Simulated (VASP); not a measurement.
# Rh in VASP: settings compared

Rh is run at these levels: HSE06, SCAN, r2SCAN+rVV10, PBE0; tasks: single point.

Everything below comes from runs of VASP 6.6.1. Logs are shortened: lines on timing, memory, paths and dates and some standing lists are left out, and cuts for length are marked.

## (1) The cell of the first run

The structure is cubic, space group Fm-3m (No. 225). The conventional cell has a = 3.770 Å, b = 3.770 Å, c = 3.770 Å, α = 90.00°, β = 90.00°, γ = 90.00°. Rh (site symmetry m-3m) has 12 Rh at 2.67 Å within 3.5 Å.

## (2) Single point, HSE06

POSCAR reads:

```
Rh
1.0
    0.0000000000      1.8851123679      1.8851123679
    1.8851123679      0.0000000000      1.8851123679
    1.8851123679      1.8851123679      0.0000000000
Rh
1
Direct
    0.0000000000      0.0000000000      0.0000000000
```

INCAR.step1 reads:

```
  PREC = Accurate
  ENCUT = 520
  EDIFF = 1E-5
  ISMEAR = -1
  SIGMA = 0.05
  LREAL = False
  LASPH = True
  NELM = 100
  ALGO = Normal
  ISIF = 2
  LWAVE = True
  LCHARG = False
  NBANDS = 14
  GGA = PE
```

INCAR.step2 reads:

```
  PREC = Accurate
  ENCUT = 520
  EDIFF = 1E-6
  ISMEAR = -1
  SIGMA = 0.05
  LREAL = False
  LASPH = True
  NELM = 100
  ALGO = Normal
  ISIF = 2
  LWAVE = False
  LCHARG = False
  GGA = PE
  LHFCALC = True
  HFSCREEN = 0.2079
  PRECFOCK = Normal
  NBANDS = 14
  ISTART = 1
```

KPOINTS reads:

```
Automatic mesh
0
Gamma
  8 8 8
```

Potentials or basis: VASP PAW PBE potentials, release 64 (Rh_pv).

On the command line:

```console
$ cat potpaw_PBE.64/Rh_pv/POTCAR > POTCAR
$ cp INCAR.step1 INCAR
$ mpirun -np 1 vasp_std > vasp.out
$ cp INCAR.step2 INCAR
$ mpirun -np 1 vasp_std > vasp.out
```

OUTCAR:

```text
PREC = Accurate
   ENCUT = 520
   EDIFF = 1E-6
   ISMEAR = -1
   LREAL = False
   LASPH = True
   NELM = 100
   ISIF = 2
   GGA = PE
   LHFCALC = True
   HFSCREEN = 0.2079
   PRECFOCK = Normal
   ISTART = 1

 ion  position               nearest neighbor table
   1  0.000  0.000  0.000-

  LATTYP: Found a face centered cubic cell.
 ALAT       =     3.7702247358

  Lattice vectors:

 A1 = (   0.0000000000,   1.8851123679,   1.8851123679)
 A2 = (   1.8851123679,   0.0000000000,   1.8851123679)
 A3 = (   1.8851123679,   1.8851123679,   0.0000000000)

Analysis of symmetry for initial positions (statically):
=====================================================================
 Subroutine PRICEL returns:
 Original cell was already a primitive cell.

 Routine SETGRP: Setting up the symmetry group for a
 face centered cubic supercell.

 Subroutine GETGRP returns: Found 48 space group operations
 (whereof 48 operations were pure point group operations)
 out of a pool of 48 trial point group operations.

The static configuration has the point symmetry O_h .

Analysis of symmetry for dynamics (positions and initial velocities):
=====================================================================
 Subroutine PRICEL returns:
 Original cell was already a primitive cell.

 Routine SETGRP: Setting up the symmetry group for a
 face centered cubic supercell.

 Subroutine GETGRP returns: Found 48 space group operations
 (whereof 48 operations were pure point group operations)
 out of a pool of 48 trial point group operations.

The dynamic configuration has the point symmetry O_h .

 Subroutine INISYM returns: Found 48 space group operations
 (whereof 48 operations are pure point group operations),
 and found     1 'primitive' translations

----------------------------------------------------------------------------------------

                                     Primitive cell

  volume of cell :      13.3981

  direct lattice vectors                    reciprocal lattice vectors
     0.000000000  1.885112368  1.885112368    -0.265236178  0.265236178  0.265236178
     1.885112368  0.000000000  1.885112368     0.265236178 -0.265236178  0.265236178
     1.885112368  1.885112368  0.000000000     0.265236178  0.265236178 -0.265236178

  length of vectors
     2.665951477  2.665951477  2.665951477     0.459402537  0.459402537  0.459402537

  position of ions in fractional coordinates (direct lattice)
     0.000000000  0.000000000  0.000000000

  ion indices of the primitive-cell ions
   primitive index   ion index
                 1           1

----------------------------------------------------------------------------------------

 KPOINTS: Automatic mesh

Automatic generation of k-mesh.
 Grid dimensions read from file:
 generate k-points for:    8    8    8

 Generating k-lattice:

  Cartesian coordinates                     Fractional coordinates (reciprocal lattice)
    -0.033154522  0.033154522  0.033154522     0.125000000  0.000000000  0.000000000
     0.033154522 -0.033154522  0.033154522     0.000000000  0.125000000  0.000000000
     0.033154522  0.033154522 -0.033154522     0.000000000  0.000000000  0.125000000

  Length of vectors
     0.057425317  0.057425317  0.057425317

  Shift w.r.t. Gamma in fractional coordinates (k-lattice)
     0.000000000  0.000000000  0.000000000

 Subroutine IBZKPT returns following result:
 ===========================================

 Found     29 irreducible k-points:

 Following reciprocal coordinates:
            Coordinates               Weight
  0.000000  0.000000  0.000000      1.000000
  0.125000  0.000000  0.000000      8.000000
  0.250000  0.000000  0.000000      8.000000
  0.375000  0.000000  0.000000      8.000000
  0.500000  0.000000  0.000000      4.000000
  0.125000  0.125000  0.000000      6.000000
[... 16 lines left out ...]
  0.500000  0.250000  0.125000     48.000000
 -0.375000  0.250000  0.125000     24.000000
 [... further k-points ...]
   k-points           NKPTS =     29   k-points in BZ     NKDIM =    512   number of bands    NBANDS=     14
   number of dos      NEDOS =    301   number of ions     NIONS =      1
   total plane-waves  NPLWV =   8000
   dimension x,y,z NGX =    20 NGY =   20 NGZ =   20
   dimension x,y,z NGXF=    40 NGYF=   40 NGZF=   40
   ions per type =               1
   NGX,Y,Z   is equivalent  to a cutoff of  12.47, 12.47, 12.47 a.u.
   NGXF,Y,Z  is equivalent  to a cutoff of  24.94, 24.94, 24.94 a.u.
 SYSTEM =  unknown system
   PREC   = accura    normal or accurate (medium, high low for compatibility)
   ISTART =      1    job   : 0-new  1-cont  2-samecut
   ICHARG =      0    charge: 1-file 2-atom 10-const
   ISPIN  =      1    spin polarized calculation?
   LNONCOLLINEAR =      F non collinear calculations
   LSORBIT =      F    spin-orbit coupling
   LASPH  =      T    aspherical Exc in radial PAW
   ENCUT  =  520.0 eV  38.22 Ry    6.18 a.u.   4.96  4.96  4.96*2*pi/ulx,y,z
   NELM   =    100;   NELMIN=  2; NELMDL=  0     # of ELM steps
   EDIFF  = 0.1E-05   stopping-criterion for ELM
   LREAL  =      F    real-space projection
   EDIFFG = 0.1E-04   stopping-criterion for IOM
   NSW    =      0    number of steps for IOM
   IBRION =     -1    ionic relax: 0-MD 1-quasi-New 2-CG
   NFREE  =      0    steps in history (QN), initial steepest desc. (CG)
   ISIF   =      2    stress and relaxation
   ISYM   =      3    0-nonsym 1-usesym 2-fastsym
   POTIM  = 0.5000    time-step for ionic-motion
   TEBEG  =    0.0;   TEEND  =   0.0 temperature during run
   PSTRESS=    0.0 pullay stress
   NELECT =      15.0000    total number of electrons
   NUPDOWN=      -1.0000    fix difference up-down
   EMIN   =  10.00;   EMAX   =-10.00  energy-range for DOS
   EFERMI =   0.00;   METHOD = LEGACY
   ISMEAR =    -1;   SIGMA  =   0.05  broadening in eV -4-tet -1-fermi 0-gaus
   EFERMI_NEDOS =   21; number of points for ismear=-14 and -15
   IALGO  =     38    algorithm
   IMIX   =      1    mixing-type and parameters
     AMIX     =   0.40;   BMIX     =  1.00
     AMIX_MAG =   1.60;   BMIX_MAG =  1.00
  volume/ion in A,a.u.               =      13.40        90.41
  Fermi-wavevector in a.u.,A,eV,Ry     =   1.699905  3.212355 39.316447  2.889677
  Thomas-Fermi vector in A             =   2.780137
   LORBIT       =      0    0 simple, 1 ext, 2 COOP (PROOUT), +10 PAW based schemes
   GGA     = PE    functional components
   LHFCALC =     T    Hartree Fock is set to
   PRECFOCK=normal    Normal, Fast or Accurate (Low or Medium for compatibility)
   ENCUT4O =  -1.0   cutoff for four orbital integrals eV
   NKREDX  =     1    reduce k-point grid by
   NKREDY  =     1    reduce k-point grid by
   NKREDZ  =     1    reduce k-point grid by
   AEXX    =    0.2500 exact exchange contribution
   HFSCREEN=    0.2079 screening length (either q_TF or 0.3 A-1)
   HFSCREENC=   0.2079 screening length for correlation (either q_TF or 0.3 A-1)
   ENCUTFOCK=  -1.0 apply spherical cutoff to Coloumb kernel
   IVDW    =     0    specifies the selected vdW correction
   LEPSILON=     F    determine dielectric tensor
   LRPA    =     F    only Hartree local field effects (RPA)
 non-spin polarized calculation
  energy-cutoff  :      520.00
  volume of cell :       13.40
 maximum number of plane-waves:       371
  NGX = 16; NGY = 16; NGZ = 16

 number of electron      15.0000005 magnetization

 Free energy of the ion-electron system (eV)
  ---------------------------------------------------
  ext. energy  EPLUGINS =         0.00000000
  ---------------------------------------------------
  free energy    TOTEN  =        -8.46514731 eV

  energy without entropy =       -8.45610582  energy(sigma->0) =       -8.46062656

 E-fermi :  11.9799     XC(G=0): -11.5126

 val. band max:       11.8711212606   @ k =  -0.3750   0.1250   0.0000
 cond. band min:      11.9953224386   @ k =   0.3750   0.0000   0.0000
 fundamental gap:      0.1242011781
 Fermi energy:        11.9798903241

 k-point     1 :       0.0000    0.0000    0.0000
  band No.  band energies     occupation
      1     -37.4836      2.00000
      2     -37.4836      2.00000
      3     -37.4836      2.00000
      4       3.0278      2.00000
      5       8.1766      2.00000
      6       8.1766      2.00000
      7       8.1766      2.00000
      8      10.2234      2.00000
      9      10.2234      2.00000
     10      29.1411      0.00000
     11      35.0218      0.00000
     12      35.0218      0.00000
     13      35.0218      0.00000
     14      37.5471      0.00000

 k-point     2 :       0.1250    0.0000    0.0000
  band No.  band energies     occupation
      1     -37.6267      2.00000
      2     -37.5042      2.00000
      3     -37.5042      2.00000
      4       3.7222      2.00000
      5       7.9330      2.00000
      6       8.4357      2.00000
      7       8.4357      2.00000
      8      10.1495      2.00000
      9      10.1495      2.00000
     10      30.0664      0.00000
     11      32.3705      0.00000
     12      35.9991      0.00000
     13      35.9991      0.00000
     14      37.5473      0.00000

 k-point     3 :       0.2500    0.0000    0.0000
  band No.  band energies     occupation
      1     -37.9660      2.00000
      2     -37.5540      2.00000
      3     -37.5540      2.00000
      4       4.9407      2.00000
      5       8.2533      2.00000
      6       8.4873      2.00000
      7       8.4873      2.00000
      8      10.7111      2.00000
      9      10.7111      2.00000
     10      28.6085      0.00000
     11      30.9843      0.00000
     12      37.5465      0.00000
     13      38.3615      0.00000
     14      38.3615      0.00000
[... 324 lines left out ...]
 k-point    23 :       0.5000    0.2500    0.1250
  band No.  band energies     occupation
      1     -38.2279      2.00000
      2     -37.8347      2.00000
      3     -37.6724      2.00000
      4       6.1227      2.00000
      5       7.0621      2.00000
      6       7.9658      2.00000
      7       9.6321      2.00000
      8      11.8120      1.93273
      9      15.8030      0.00000
     10      25.1514      0.00000
     11      29.4992      0.00000
     12      31.3499      0.00000
     13      36.2396      0.00000
     14      37.5474      0.00000

 k-point    24 :      -0.3750    0.2500    0.1250
  band No.  band energies     occupation
      1     -38.3026      2.00000
      2     -37.8686      2.00000
      3     -37.7027      2.00000
      4       6.0573      2.00000
      5       6.7499      2.00000
      6       8.8074      2.00000
      7       9.2340      2.00000
      8      12.4862      0.00008
      9      18.2867      0.00000
     10      21.8671      0.00000
     11      29.5530      0.00000
     12      30.5678      0.00000
     13      34.9067      0.00000
     14      37.5468      0.00000

 [... further k-points ...]

------------------------ aborting loop because EDIFF is reached ----------------------------------------

  FORCE on cell =-STRESS in cart. coord.  units (eV):
  Direction    XX          YY          ZZ          XY          YZ          ZX
  --------------------------------------------------------------------------------------
  -------------------------------------------------------------------------------------
  Total        0.2959361      0.2959361      0.2959361     -0.0000000      0.0000000      0.0000000
  in kB       35.3888809     35.3888809     35.3888809     -0.0000000      0.0000000      0.0000000
  external PRESSURE =      35.3888809 kB  Pullay stress =       0.0000000 kB

 VOLUME and BASIS-vectors are now :
 -----------------------------------------------------------------------------
  energy-cutoff  :      520.00
  volume of cell :       13.40
      direct lattice vectors                 reciprocal lattice vectors
     0.000000000  1.885112368  1.885112368    -0.265236178  0.265236178  0.265236178
     1.885112368  0.000000000  1.885112368     0.265236178 -0.265236178  0.265236178
     1.885112368  1.885112368  0.000000000     0.265236178  0.265236178 -0.265236178

 POSITION                                       TOTAL-FORCE (eV/Angst)
 -----------------------------------------------------------------------------------
      0.00000      0.00000      0.00000         0.000000      0.000000     -0.000000
 -----------------------------------------------------------------------------------
    total drift:                                0.000002      0.000003      0.000003

  FREE ENERGIE OF THE ION-ELECTRON SYSTEM (eV)
  ---------------------------------------------------
  free  energy   TOTEN  =        -8.4651473079 eV

  energy  without entropy=       -8.4561058192  energy(sigma->0) =       -8.46062656
```

Run time: 1.5 h. Hardware: 1 thread of Intel Xeon 8259CL, shared host; peak memory 0.24 GiB.

What came out:

```
Free energy            : -8.4651 eV
Pressure               : 3.5 GPa
Band gap on the k mesh : zero (an odd number of electrons rules out a gap without spin polarisation)
```

Caveat: the k points lie up to 0.36 Å⁻¹ apart, too coarse for converged energies and pressures of a metal; the PAW data sets were made with another functional, which shifts forces and pressure a little.

## (3) Single point, SCAN (cell strained by +1.5% along z)

INCAR reads:

```
METAGGA = SCAN ; ISMEAR = 1
SIGMA = 0.05 ; LWAVE = F
LCHARG = F ; ISIF = 2
PREC = Accurate ; LASPH = T
LREAL = F ; ALGO = Normal
EDIFF = 1E-7 ; NELM = 120
GGA_COMPAT = F ; ENCUT = 640
LMIXTAU = T ; KPAR = 2
NBANDS = 26 ; ADDGRID = F
```

KPOINTS reads:

```
Automatic mesh
0
Gamma
  20 20 20
  0 0 0
```

POSCAR reads:

```
Rh
1.0
    0.0000000000      1.8978500000      1.9263177500
    1.8978500000      0.0000000000      1.9263177500
    1.8978500000      1.8978500000      0.0000000000
Rh
1
Direct
    0.0000000000      0.0000000000      0.0000000000
```

Potentials or basis: VASP PAW PBE potentials, release 64 (Rh_pv).

On the command line:

```console
$ cat potpaw_PBE.64/Rh_pv/POTCAR > POTCAR
$ mpirun -np 2 vasp_std > vasp.out
```

Run time: 3.7 min. Hardware: 2 MPI ranks of Intel Xeon 6975P-C (Granite Rapids), shared host; peak memory 0.33 GiB.

The run converged. Its results:

- Free energy: -33.7509 eV
- Pressure: -6.4 GPa
- Band gap on the k mesh: zero (an odd number of electrons rules out a gap without spin polarisation)

Stress tensor (GPa, compression positive):
```
-5.14  0.00  0.00
 0.00 -5.14  0.00
 0.00  0.00 -9.03
```

Levels at points of the mesh, in eV from the Fermi level:
```
           k point  band 5  band 6  band 7  band 8  band 9  band 10  band 11  band 12
(0.00, 0.00, 0.00)   -3.26   -3.10   -3.10   -1.18   -0.98    16.67    20.89    22.08
(0.50, 0.00, 0.00)   -3.35   -3.18    0.55    0.63    0.75     8.90    16.23    20.89
(0.50, 0.50, 0.00)   -6.14    0.51    1.04    1.04    3.04    12.39    13.97    13.97
```

Caveat: the cell differs from its parent crystal (cell strained by +1.5% along z); the cell stands under tension; the PAW data sets were made with another functional, which shifts forces and pressure a little.

## (4) Single point, r2SCAN+rVV10

This run uses another cell than the first one, of 13.58 Å³/atom.

POSCAR reads:

```
Rh
1.0
    0.0000000000      1.8934895716      1.8934895716
    1.8934895716      0.0000000000      1.8934895716
    1.8934895716      1.8934895716      0.0000000000
Rh
1
Direct
    0.0000000000      0.0000000000      0.0000000000
```

INCAR.step1 reads:

```
ALGO     = Normal         # electronic algorithm
EDIFF    = 1E-5           # SCF threshold, eV
ENCUT    = 580            # plane-wave cutoff, eV
GGA      = PE             # functional
GGA_COMPAT= False        
ISMEAR   = -1             # smearing method
LASPH    = True           # aspherical terms in the spheres
LCHARG   = False          # write CHGCAR
LREAL    = False          # projectors in reciprocal space
LWAVE    = True           # write WAVECAR
NBANDS   = 14             # bands
NELM     = 120            # most SCF steps
PREC     = Accurate       # precision mode
SIGMA    = 0.05           # smearing width, eV
```

INCAR.step2 reads:

```
ALGO     = Normal         # electronic algorithm
BPARAM   = 11.95        
CPARAM   = 0.0093       
EDIFF    = 1E-6           # SCF threshold, eV
ENCUT    = 580            # plane-wave cutoff, eV
GGA_COMPAT= False        
ISIF     = 2              # what is computed and relaxed
ISMEAR   = -1             # smearing method
ISTART   = 1            
IVDW_NL  = 2            
LASPH    = True           # aspherical terms in the spheres
LCHARG   = False          # write CHGCAR
LMIXTAU  = True         
LREAL    = False          # projectors in reciprocal space
LUSE_VDW = True         
LWAVE    = False          # write WAVECAR
METAGGA  = R2SCAN         # meta-GGA
NBANDS   = 14             # bands
NELM     = 120            # most SCF steps
PREC     = Accurate       # precision mode
SIGMA    = 0.05           # smearing width, eV
```

KPOINTS reads:

```
k-points
0
Gamma
  12 12 12
```

Potentials or basis: VASP PAW PBE potentials, release 64 (Rh_sv_GW).

On the command line:

```console
$ cat potpaw_PBE.64/Rh_sv_GW/POTCAR > POTCAR
$ cp INCAR.step1 INCAR
$ mpirun -np 1 vasp_std > vasp.out
$ cp INCAR.step2 INCAR
$ mpirun -np 1 vasp_std > vasp.out
```

Run time: 55 s. Hardware: 1 thread of Intel Xeon Platinum 8375C at 2.90GHz (Ice Lake), shared host; peak memory 0.23 GiB.

It converged, with:

* Free energy: -22.9468 eV
* Pressure: -1.3 GPa
* Band gap on the k mesh: zero (an odd number of electrons rules out a gap without spin polarisation)

Levels at points of the mesh, in eV from the Fermi level:
```csv
k point,band 6,band 7,band 8,band 9,band 10,band 11
"(0.00, 0.00, 0.00)",-3.25,-3.25,-3.25,-1.11,-1.11,16.42
"(0.50, 0.00, 0.00)",-3.37,-3.37,0.58,0.58,0.85,9.21
"(0.50, 0.50, 0.00)",-6.31,0.50,1.05,1.05,3.46,13.02
```

Caveat: the PAW data sets were made with another functional, which shifts forces and pressure a little.

## (5) Single point, HSE06

This run uses another cell than the first one, of 13.67 Å³/atom.

POSCAR reads:

```
Rh
1.0
    0.0000000000      1.8978500000      1.8978500000
    1.8978500000      0.0000000000      1.8978500000
    1.8978500000      1.8978500000      0.0000000000
Rh
1
Direct
    0.0000000000      0.0000000000      0.0000000000
```

INCAR.step1 reads:

```
SYSTEM = Rh
  ALGO = Normal
  EDIFF = 1E-5
  ENCUT = 520
  GGA = PE
  ISIF = 2
  ISMEAR = -1
  LASPH = .TRUE.
  LREAL = .FALSE.
  LWAVE = .TRUE.
  NBANDS = 14
  NELM = 80
  PREC = Accurate
  SIGMA = 0.05
```

INCAR.step2 reads:

```
SYSTEM = Rh
  ALGO = Normal
  EDIFF = 1E-7
  ENCUT = 520
  GGA = PE
  HFSCREEN = 0.2079
  ISIF = 2
  ISMEAR = -1
  ISTART = 1
  LASPH = .TRUE.
  LCHARG = .TRUE.
  LELF = .TRUE.
  LHFCALC = .TRUE.
  LREAL = .FALSE.
  LVHAR = .TRUE.
  LWAVE = .FALSE.
  NBANDS = 14
  NELM = 80
  PREC = Accurate
  PRECFOCK = Normal
  SIGMA = 0.05
```

KPOINTS reads:

```
k-points
0
G
  7 7 7
  0 0 0
```

Potentials or basis: VASP PAW PBE potentials, release 64 (Rh_pv).

On the command line:

```console
$ cat potpaw_PBE.64/Rh_pv/POTCAR > POTCAR
$ cp INCAR.step1 INCAR
$ mpirun -np 1 vasp_std > vasp.out
$ cp INCAR.step2 INCAR
$ mpirun -np 1 vasp_std > vasp.out
```

Run time: 45 min. Hardware: 1 thread of AMD EPYC 7R43 (Zen 3), shared host; peak memory 0.2 GiB.

The run converged. Its results:

| Item | Value |
| --- | --- |
| Free energy | -8.5854 eV |
| Pressure | -4.4 GPa |
| Band gap on the k mesh | zero (an odd number of electrons rules out a gap without spin polarisation) |

Levels at points of the mesh, in eV from the Fermi level:
```tsv
k point	band 5	band 6	band 7	band 8	band 9	band 10
(0.00, 0.00, 0.00)	-3.68	-3.68	-3.68	-1.72	-1.72	17.23
```

Caveat: the k points lie up to 0.41 Å⁻¹ apart, too coarse for converged energies and pressures of a metal; the PAW data sets were made with another functional, which shifts forces and pressure a little.

(Part 1 of 2 ends here.)
